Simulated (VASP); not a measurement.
Set up this calculation in VASP 6.6.1, as the native input.

```
Task                   : single point
Functional             : PBE
Potentials or basis    : VASP PAW PBE potentials, release 64 (Zn)
Cutoff                 : 520 eV
k mesh                 : 16 × 16 × 1
Occupations            : fermi-dirac, width 0.08 eV
Spin                   : no spin polarisation
Dipole correction      : yes
Further INCAR settings : ALGO = Normal; EDIFF = 1e-07; NBANDS = 38
```

The structure of Zn lies in POSCAR:

```
Zn
1.0
    2.6356265398      0.0000000000      0.0000000000
   -1.3178132699      2.2825195384      0.0000000000
    0.0000000000      0.0000000000     20.7037000000
Zn
5
Direct
    0.0000000000      0.0000000000      0.2656530456
    0.3333333333      0.6666666667      0.3843969497
    0.0000000000      0.0000000000      0.4999999983
    0.3333333333      0.6666666667      0.6156030456
    0.0000000000      0.0000000000      0.7343469544
```

The input as run:

INCAR

```
SYSTEM = Zn
  PREC = Accurate
  ENCUT = 520
  EDIFF = 1E-7
  ISMEAR = -1
  SIGMA = 0.08
  LREAL = .FALSE.
  LASPH = .TRUE.
  NELM = 60
  ALGO = Normal
  ISIF = 2
  LWAVE = .FALSE.
  LCHARG = .TRUE.
  LDIPOL = .TRUE.
  IDIPOL = 3
  DIPOL = 0.5 0.5 0.500
  GGA = PE
  LELF = .TRUE.
  LVHAR = .TRUE.
  LVACPOTAV = .TRUE.
  NBANDS = 38
```

KPOINTS

```
Automatic mesh
0
G
  16 16 1
  0 0 0
```

Potentials or basis: VASP PAW PBE potentials, release 64 (Zn).

Launch:

```sh
$ cat potpaw_PBE.64/Zn/POTCAR > POTCAR
$ mpirun -np 1 vasp_std > vasp.out
```

It gave:

```json
{"Largest force": "0.013 eV/Å", "Band gap on the k mesh": "zero (bands 30 and 31 overlap by 3.71 eV)"}
```

It took 110 s on 1 thread of Intel(R) Xeon(R) 6975P-C (Granite Rapids), on a shared host, peak memory 0.29 GiB.
